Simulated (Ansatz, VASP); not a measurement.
## TaWC2 in VASP and in Ansatz

Contents of INCAR:

```
SYSTEM = TaWC2
PREC = Accurate
ENCUT = 520
EDIFF = 1E-7
ISMEAR = -1
SIGMA = 0.05
LREAL = .False.
LASPH = .True.
NELM = 150
ALGO = Fast
ISIF = 2
LWAVE = .False.
LCHARG = .False.
MAGMOM = 0 0 0 0 0 0 0 0 0 0 0 0
LORBIT = 11
LSORBIT = .True.
GGA_COMPAT = .False.
LORBMOM = .True.
LMAXMIX = 4
GGA = PS
NBANDS = 47
```

The input KPOINTS:

```
regular mesh
0
Gamma
  10 10 10
  0 0 0
```

Contents of POSCAR:

```
TaWC2
1.0
    1.5718551461      0.9075109917      5.1016196719
   -1.5718551461      0.9075109917      5.1016196719
    0.0000000000     -1.8150219835      5.1016196719
W Ta C
1 1 2
Direct
    0.0000000000      0.0000000000      0.0000000000
    0.5000000000      0.5000000000      0.5000000000
    0.2509330000      0.2509330000      0.2509330000
    0.7490670000      0.7490670000      0.7490670000
```

Contents of input.yaml:

```yaml
crystal:
  lattice:
    - [1.5718551461, 0.9075109917, 5.1016196719]
    - [-1.5718551461, 0.9075109917, 5.1016196719]
    - [0.0, -1.8150219835, 5.1016196719]
  atoms:
    - { symbol: W, position: [0.0, 0.0, 0.0] }
    - { symbol: Ta, position: [0.5, 0.5, 0.5] }
    - { symbol: C, position: [0.250933, 0.250933, 0.250933] }
    - { symbol: C, position: [0.749067, 0.749067, 0.749067] }
hamiltonian:
  xc: pbesol
  pseudopotentials: { kind: paw_fr }
magnetization:
  noncollinear: true
  spin_orbit: true
kpoints:
  mp_grid: { grid: [10, 10, 10] }
  band_path:
    path:
      - [[0.0, 0.0, 0.0], [0.5, 0.0, 0.0], [0.5, 0.1877624847, -0.1877624847]]
      - [[0.8122375153, 0.5, 0.1877624847], [0.5, 0.5, 0.5], [0.0, 0.0, 0.0], [0.3438812424, 0.0, -0.3438812424]]
      - [[0.6561187576, 0.3438812424, 0.0], [0.5, 0.5, 0.0], [0.6561187576, 0.6561187576, 0.1877624847], [0.5, 0.5, 0.5]]
      - [[0.5, 0.0, 0.0], [0.8122375153, 0.3438812424, 0.3438812424]]
    npoints: 14
scf:
  occupations: { method: fermi_dirac, width: 0.05 }
  n_extra_bands: 10
output:
  forces: true
  stress: true
  eigenvalues: true
  fatbands: false
  write_density: true
  write_potential: true
  elf: true
  volumetric_format: npy
```

Alike in both runs: functional PBEsol; k mesh 10 × 10 × 10; occupations fermi-dirac, width 0.05 eV; non-collinear spin, spin-orbit coupling.

```csv
,VASP,Ansatz
version,VASP 6.6.1,Ansatz 0.2.0
potentials or method,"VASP PAW PBE potentials, release 64 (W_sv, Ta_pv, C)",Ansatz PAW
plane-wave cutoff (eV),520,420
valence electrons in the cell,33,35
task,single point,band structure
```

```tsv
	VASP	Ansatz	Ansatz less VASP
pressure (GPa)	-9.4	-11.1	-1.71
rms of the force components (eV/Å)	0.031	0.030	-0.0008
```

VASP's potentials were made for PBE, not for PBEsol. Atom by atom the forces differ by 0.001 eV/Å (rms over components). VASP's potentials hold 33 valence electrons a cell and Ansatz's 35, so a difference there can come from the potentials and not from the codes.
